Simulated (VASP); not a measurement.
# SnTe (P6_3mc) in VASP: further runs

Runs on SnTe. Level: PBE. Tasks: single point.

All numbers are computed with VASP 6.6.1; they aren't measurements. Logs are shortened: lines on timing, memory, paths and dates and some standing lists are left out, and cuts for length are marked.

## Step 1: The cell of the first run

The structure is hexagonal, space group P6_3mc (No. 186). The conventional cell has a = 5.316 Å, b = 5.316 Å, c = 6.487 Å, α = 90.00°, β = 90.00°, γ = 120.00°. Within 4.0 Å of Sn (site symmetry 3m) lie 5 Te at 3.05 to 3.44 Å. Within 4.0 Å of Te (site symmetry 3m) lie 5 Sn at 3.05 to 3.44 Å.

## Step 2: Single point, PBE (epitaxial xy strain -1.5%)

File INCAR:

```
ALGO = Normal
EDIFF = 1E-6
ENCUT = 500
GGA = PE
GGA_COMPAT = False
ISIF = 2
ISMEAR = -1
LASPH = True
LCHARG = False
LREAL = False
LWAVE = False
NBANDS = 28
NELM = 120
PREC = Accurate
SIGMA = 0.02
```

File KPOINTS:

```
k-points
0
Gamma
  6 6 4
```

File POSCAR:

```
SnTe
1.0
    5.3158038721      0.0000000000      0.0000000000
   -2.6579019361      4.6036211948      0.0000000000
    0.0000000000      0.0000000000      6.4872751451
Sn Te
2 2
Direct
    0.3333333333      0.6666666667     -0.0472341209
    0.6666666667      0.3333333333      0.4527658791
    0.3333333333      0.6666666667      0.4222341209
    0.6666666667      0.3333333333      0.9222341209
```

Potentials or basis: VASP PAW PBE potentials, release 64 (Sn_d, Te).

Started as:

```
$ cat potpaw_PBE.64/Sn_d/POTCAR potpaw_PBE.64/Te/POTCAR > POTCAR
$ mpirun -np 1 vasp_std > vasp.out
```

OUTCAR:

```text
EDIFF = 1E-6
   ENCUT = 500
   GGA = PE
   ISIF = 2
   ISMEAR = -1
   LASPH = True
   LREAL = False
   NELM = 120
   PREC = Accurate

 ion  position               nearest neighbor table
   1  0.333  0.667  0.953-   3 3.05   4 3.08   4 3.08   4 3.08   3 3.44
   2  0.667  0.333  0.453-   4 3.05   3 3.08   3 3.08   3 3.08   4 3.44
   3  0.333  0.667  0.422-   1 3.05   2 3.08   2 3.08   2 3.08   1 3.44
   4  0.667  0.333  0.922-   2 3.05   1 3.08   1 3.08   1 3.08   2 3.44

  LATTYP: Found a hexagonal cell.
 ALAT       =     5.3158038721
 C/A-ratio  =     1.2203751871

  Lattice vectors:

 A1 = (   5.3158038721,   0.0000000000,   0.0000000000)
 A2 = (  -2.6579019361,   4.6036211948,   0.0000000000)
 A3 = (   0.0000000000,   0.0000000000,   6.4872751451)

Analysis of symmetry for initial positions (statically):
=====================================================================
 Subroutine PRICEL returns:
 Original cell was already a primitive cell.

 Routine SETGRP: Setting up the symmetry group for a
 hexagonal supercell.

 Subroutine GETGRP returns: Found 12 space group operations
 (whereof  6 operations were pure point group operations)
 out of a pool of 24 trial point group operations.

The static configuration has the point symmetry C_3v.
 The point group associated with its full space group is C_6v.

Analysis of symmetry for dynamics (positions and initial velocities):
=====================================================================
 Subroutine PRICEL returns:
 Original cell was already a primitive cell.

 Routine SETGRP: Setting up the symmetry group for a
 hexagonal supercell.

 Subroutine GETGRP returns: Found 12 space group operations
 (whereof  6 operations were pure point group operations)
 out of a pool of 24 trial point group operations.

The dynamic configuration has the point symmetry C_3v.
 The point group associated with its full space group is C_6v.

 Subroutine INISYM returns: Found 12 space group operations
 (whereof  6 operations are pure point group operations),
 and found     1 'primitive' translations

----------------------------------------------------------------------------------------

                                     Primitive cell

  volume of cell :     158.7563

  direct lattice vectors                    reciprocal lattice vectors
     5.315803872  0.000000000  0.000000000     0.188118302  0.108610152  0.000000000
[... 85 lines left out ...]
   NELM   =    120;   NELMIN=  2; NELMDL= -5     # of ELM steps
   EDIFF  = 0.1E-05   stopping-criterion for ELM
   LREAL  =      F    real-space projection
   EDIFFG = 0.1E-04   stopping-criterion for IOM
   NSW    =      0    number of steps for IOM
   IBRION =     -1    ionic relax: 0-MD 1-quasi-New 2-CG
   NFREE  =      0    steps in history (QN), initial steepest desc. (CG)
   ISIF   =      2    stress and relaxation
   ISYM   =      2    0-nonsym 1-usesym 2-fastsym
   POTIM  = 0.5000    time-step for ionic-motion
   TEBEG  =    0.0;   TEEND  =   0.0 temperature during run
   PSTRESS=    0.0 pullay stress
   NELECT =      40.0000    total number of electrons
   NUPDOWN=      -1.0000    fix difference up-down
   EMIN   =  10.00;   EMAX   =-10.00  energy-range for DOS
   EFERMI =   0.00;   METHOD = LEGACY
   ISMEAR =    -1;   SIGMA  =   0.02  broadening in eV -4-tet -1-fermi 0-gaus
   EFERMI_NEDOS =   21; number of points for ismear=-14 and -15
   IALGO  =     38    algorithm
   IMIX   =      4    mixing-type and parameters
     AMIX     =   0.40;   BMIX     =  1.00
     AMIX_MAG =   1.60;   BMIX_MAG =  1.00
  volume/ion in A,a.u.               =      39.69       267.84
  Fermi-wavevector in a.u.,A,eV,Ry     =   1.033994  1.953965 14.546572  1.069143
  Thomas-Fermi vector in A             =   2.168267
   LORBIT       =      0    0 simple, 1 ext, 2 COOP (PROOUT), +10 PAW based schemes
   GGA     = PE    functional components
   LHFCALC =     F    Hartree Fock is set to
   AEXX    =    0.0000 exact exchange contribution
   IVDW    =     0    specifies the selected vdW correction
   LEPSILON=     F    determine dielectric tensor
   LRPA    =     F    only Hartree local field effects (RPA)
 non-spin polarized calculation
  energy-cutoff  :      500.00
  volume of cell :      158.76
 maximum number of plane-waves:      4058
 NGX is ok and might be reduce to    40
   NGX = 19   NGY = 19   NGZ = 23

 number of electron      39.9999992 magnetization

 Free energy of the ion-electron system (eV)
  ---------------------------------------------------
  ext. energy  EPLUGINS =         0.00000000
  ---------------------------------------------------
  free energy    TOTEN  =       -14.62092923 eV

  energy without entropy =      -14.62092917  energy(sigma->0) =      -14.62092920

 E-fermi :   4.8942     XC(G=0):  -8.1630

 val. band max:        4.6308206592   @ k =   0.3333   0.3333   0.5000
 cond. band min:       5.1706134798   @ k =   0.1667   0.0000   0.0000
 fundamental gap:      0.5397928207
 Fermi energy:         4.8941869226

 k-point     1 :       0.0000    0.0000    0.0000
  band No.  band energies     occupation
      1     -17.1964      2.00000
      2     -17.1964      2.00000
      3     -17.1963      2.00000
      4     -17.1963      2.00000
      5     -17.1963      2.00000
      6     -17.1838      2.00000
[... 640 lines left out ...]
     27       9.5253      0.00000
     28       9.5253      0.00000

------------------------ aborting loop because EDIFF is reached ----------------------------------------

  FORCE on cell =-STRESS in cart. coord.  units (eV):
  Direction    XX          YY          ZZ          XY          YZ          ZX
  --------------------------------------------------------------------------------------
  -------------------------------------------------------------------------------------
  Total        1.9628503      1.9628503      0.8208272     -0.0000000     -0.0000000      0.0000000
  in kB       19.8091993     19.8091993      8.2838353     -0.0000000     -0.0000000      0.0000000
  external PRESSURE =      15.9674113 kB  Pullay stress =       0.0000000 kB

 VOLUME and BASIS-vectors are now :
 -----------------------------------------------------------------------------
  energy-cutoff  :      500.00
  volume of cell :      158.76
      direct lattice vectors                 reciprocal lattice vectors
     5.315803872  0.000000000  0.000000000     0.188118302  0.108610152  0.000000000
    -2.657901936  4.603621195  0.000000000     0.000000000  0.217220305  0.000000000
     0.000000000  0.000000000  6.487275145     0.000000000  0.000000000  0.154147925

 POSITION                                       TOTAL-FORCE (eV/Angst)
 -----------------------------------------------------------------------------------
     -0.00000      3.06908      6.18085        -0.000000     -0.000000     -0.070921
      2.65790      1.53454      2.93722        -0.000000      0.000000     -0.070921
     -0.00000      3.06908      2.73915         0.000000     -0.000000      0.070921
      2.65790      1.53454      5.98279        -0.000000     -0.000000      0.070921
 -----------------------------------------------------------------------------------
    total drift:                               -0.000000      0.000000      0.000070

  FREE ENERGIE OF THE ION-ELECTRON SYSTEM (eV)
  ---------------------------------------------------
  free  energy   TOTEN  =       -14.6209292330 eV

  energy  without entropy=      -14.6209291706  energy(sigma->0) =      -14.62092920
```

stdout:

```text
POSCAR found type information on POSCAR SnTe
 POSCAR found :  2 types and       4 ions
 scaLAPACK will be used
 LDA part: xc-table for (Slater+PW92), standard interpolation
 POSCAR, INCAR and KPOINTS ok, starting setup
 FFT: planning ... GRIDC
 FFT: planning ... GRID_SOFT
 FFT: planning ... GRID
 WAVECAR not read
 entering main loop
```

It took 2.4 min on 1 thread of Intel Xeon 8259CL, shared host; peak memory 0.3 GiB.

Results:

```
Free energy            : -14.6209 eV
Pressure               : 1.6 GPa
Largest force          : 0.071 eV/Å
Band gap on the k mesh : 0.54 eV (least direct gap 0.58 eV)
```

Forces on the atoms (eV/Å):
```
Sn   0.000  0.000 -0.071
Sn   0.000  0.000 -0.071
Te   0.000  0.000  0.071
Te   0.000  0.000  0.071
```

Caveat: the cell differs from its parent crystal (epitaxial xy strain -1.5%); spin-orbit coupling is left out, which moves the levels of the heavy elements.

## Step 3: Single point, PBE (uniaxial z strain -1.0%)

File INCAR:

```
  PREC = Accurate
  ENCUT = 500
  EDIFF = 1E-6
  ISMEAR = -1
  SIGMA = 0.02
  LREAL = F
  LASPH = T
  NELM = 120
  ALGO = Normal
  ISIF = 2
  LWAVE = F
  LCHARG = F
  GGA = PE
  NBANDS = 28
  GGA_COMPAT = F
```

File KPOINTS:

```
regular mesh
0
Gamma
  6 6 4
```

File POSCAR:

```
SnTe
1.0
    5.3967552001      0.0000000000      0.0000000000
   -2.6983776001      4.6737271013      0.0000000000
    0.0000000000      0.0000000000      6.4229258905
Sn Te
2 2
Direct
    0.3333333333      0.6666666667     -0.0494203961
    0.6666666667      0.3333333333      0.4505796039
    0.3333333333      0.6666666667      0.4244203961
    0.6666666667      0.3333333333      0.9244203961
```

Potentials or basis: VASP PAW PBE potentials, release 64 (Sn_d, Te).

Started as:

```
$ cat potpaw_PBE.64/Sn_d/POTCAR potpaw_PBE.64/Te/POTCAR > POTCAR
$ mpirun -np 1 vasp_std > vasp.out
```

OUTCAR:

```text
PREC = Accurate
   ENCUT = 500
   EDIFF = 1E-6
   ISMEAR = -1
   LREAL = F
   LASPH = T
   NELM = 120
   ISIF = 2
   GGA = PE

 ion  position               nearest neighbor table
   1  0.333  0.667  0.951-   3 3.04   4 3.12   4 3.12   4 3.12   3 3.38
   2  0.667  0.333  0.451-   4 3.04   3 3.12   3 3.12   3 3.12   4 3.38
   3  0.333  0.667  0.424-   1 3.04   2 3.12   2 3.12   2 3.12   1 3.38
   4  0.667  0.333  0.924-   2 3.04   1 3.12   1 3.12   1 3.12   2 3.38

  LATTYP: Found a hexagonal cell.
 ALAT       =     5.3967552001
[... 845 lines left out ...]
  Direction    XX          YY          ZZ          XY          YZ          ZX
  --------------------------------------------------------------------------------------
  -------------------------------------------------------------------------------------
  Total        0.5212869      0.5212869      1.4219451     -0.0000000     -0.0000000      0.0000000
  in kB        5.1553531      5.1553531     14.0625614     -0.0000000     -0.0000000      0.0000000
  external PRESSURE =       8.1244225 kB  Pullay stress =       0.0000000 kB

 VOLUME and BASIS-vectors are now :
 -----------------------------------------------------------------------------
  energy-cutoff  :      500.00
  volume of cell :      162.01
      direct lattice vectors                 reciprocal lattice vectors
     5.396755200  0.000000000  0.000000000     0.185296528  0.106981000  0.000000000
    -2.698377600  4.673727101  0.000000000     0.000000000  0.213962000  0.000000000
     0.000000000  0.000000000  6.422925891     0.000000000  0.000000000  0.155692284

 POSITION                                       TOTAL-FORCE (eV/Angst)
 -----------------------------------------------------------------------------------
     -0.00000      3.11582      6.10550        -0.000000      0.000000     -0.071947
      2.69838      1.55791      2.89404         0.000000     -0.000000     -0.071947
     -0.00000      3.11582      2.72602        -0.000000      0.000000      0.071947
      2.69838      1.55791      5.93748         0.000000     -0.000000      0.071947
 -----------------------------------------------------------------------------------
    total drift:                               -0.000000      0.000000     -0.002178

  FREE ENERGIE OF THE ION-ELECTRON SYSTEM (eV)
  ---------------------------------------------------
  free  energy   TOTEN  =       -14.6516143960 eV

  energy  without entropy=      -14.6516143490  energy(sigma->0) =      -14.65161437
```

Wall time 2.5 min (1 thread of Intel Xeon 8259CL, shared host); peak memory 0.3 GiB.

What came out:

* Free energy: -14.6516 eV
* Pressure: 0.8 GPa
* Largest force: 0.072 eV/Å
* Band gap on the k mesh: 0.55 eV (least direct gap 0.65 eV)

Forces on the atoms (eV/Å):
```
Sn   0.000  0.000 -0.072
Sn   0.000  0.000 -0.072
Te   0.000  0.000  0.072
Te   0.000  0.000  0.072
```

Stress tensor (GPa, compression positive):
```
0.52 0.00 0.00
0.00 0.52 0.00
0.00 0.00 1.41
```

Caveat: the cell differs from its parent crystal (uniaxial z strain -1.0%); spin-orbit coupling is left out, which moves the levels of the heavy elements. A k mesh can miss the band edges.
